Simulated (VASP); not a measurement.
A run of VASP 6.6.1:

The input INCAR:

```
SYSTEM = SnO2
ALGO = Normal
EDIFF = 1E-7
ENCUT = 520
GGA = PE
ISIF = 2
ISMEAR = 0
LASPH = .TRUE.
LCHARG = .TRUE.
LELF = .TRUE.
LREAL = .FALSE.
LVHAR = .TRUE.
LWAVE = .FALSE.
NBANDS = 35
NELM = 60
PREC = Accurate
SIGMA = 0.05
```

Contents of KPOINTS:

```
k-points
0
G
  6 6 8
  0 0 0
```

Contents of POSCAR:

```
SnO2
1.0
    4.8277049961      0.0000000000      0.0000000000
    0.0000000000      4.8277049961      0.0000000000
    0.0000000000      0.0000000000      3.2379909406
Sn O
2 4
Direct
    0.0068223423     -0.0054557298      0.0000000000
    0.5043541351      0.4985238138      0.5000000000
    0.3066050863      0.2860369983      0.0000000000
    0.1519310836      0.8528900239      0.5000000000
    0.6933949137      0.6728268257      0.0000000000
    0.7651412562      0.2396798513      0.5000000000
```

Potentials or basis: VASP PAW PBE potentials, release 64 (Sn_d, O).

Launch:

```bash
$ cat potpaw_PBE.64/Sn_d/POTCAR potpaw_PBE.64/O/POTCAR > POTCAR
$ mpirun -np 1 vasp_std > vasp.out
```

Hardware: 1 thread of Intel(R) Xeon(R) 6975P-C (Granite Rapids), with other jobs on the host.

Q: How long does it take, and how much memory?

A: Wall time 120 s on 1 thread of Intel(R) Xeon(R) 6975P-C (Granite Rapids), with other jobs on the host, peak memory 0.32 GiB. Counts: scf iterations 15, k points 100.
